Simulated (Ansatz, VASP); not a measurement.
## One calculation of TeSe3, two programs

```
Te Se
1.0
     2.92411   -4.14274    0.00000
     2.92411    4.14274    0.00000
     0.00000    0.00000    4.14189
Te Se
1 3
Direct
  0.00000 0.00000 0.50000
  0.50000 0.50000 0.50000
  0.74847 0.25153 0.00000
  0.25153 0.74847 0.00000
```

Alike in both runs: functional PBE; k mesh 8 × 8 × 8; occupations gaussian, width 0.1 eV; no spin polarisation.

Ansatz relaxed the structure, and its values are those at the end. VASP's run is a single point on that final structure, the one shown.

|  | VASP | Ansatz |
| --- | --- | --- |
| version | VASP 6.6.1 | Ansatz 0.2.0 |
| potentials or method | VASP PAW PBE potentials, release 64 (Te, Se), cutoff 520 eV | scalar-relativistic, plane waves, PAW |
| valence electrons in the cell | 24 | 64 |

|  | VASP | Ansatz | Ansatz less VASP |
| --- | --- | --- | --- |
| gap on the k mesh at the Fermi level (eV) | none | none | - |
| pressure (GPa) | 0.0 | 0.0 | +0.02 |

A gap of «none» marks a metal or a gap that the smearing closes. VASP's potentials hold 24 valence electrons a cell and Ansatz's 64, so a difference there can come from the potentials and not from the codes.

Neither program's run includes spin-orbit coupling.
